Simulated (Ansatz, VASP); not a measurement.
## GaAs in VASP and in Ansatz

```xyz
2
Lattice="0.0000 2.8194 2.8406 2.8194 0.0000 2.8406 2.8194 2.8194 0.0000" Properties=species:S:1:pos:R:3 pbc="T T T"
Ga    0.0000    0.0000    0.0000
As    1.4097    1.4097    1.4203
```

Alike in both runs: task electric field gradients; functional HSE06; k mesh 6 × 6 × 6; occupations gaussian, width 0.01 eV; no spin polarisation.

|  | VASP | Ansatz |
| --- | --- | --- |
| version | VASP 6.6.1 | Ansatz 0.2.0 |
| potentials or method | VASP PAW PBE potentials, release 64 (Ga_d, As) | scalar-relativistic, plane waves, PAW |
| plane-wave cutoff (eV) | 520 | 420 |
| valence electrons in the cell | 18 | 28 |

```tsv
	VASP	Ansatz	Ansatz less VASP
gap on the k mesh at the Fermi level (eV)	1.40	1.41	+0.004
least direct gap on the mesh (eV)	1.40	1.41	+0.004
size of Vzz on the site where it differs most (V/Å²)	1.3	1.5	+0.22
```

VASP's potentials hold 18 valence electrons a cell and Ansatz's 28, so a difference there can come from the potentials and not from the codes.
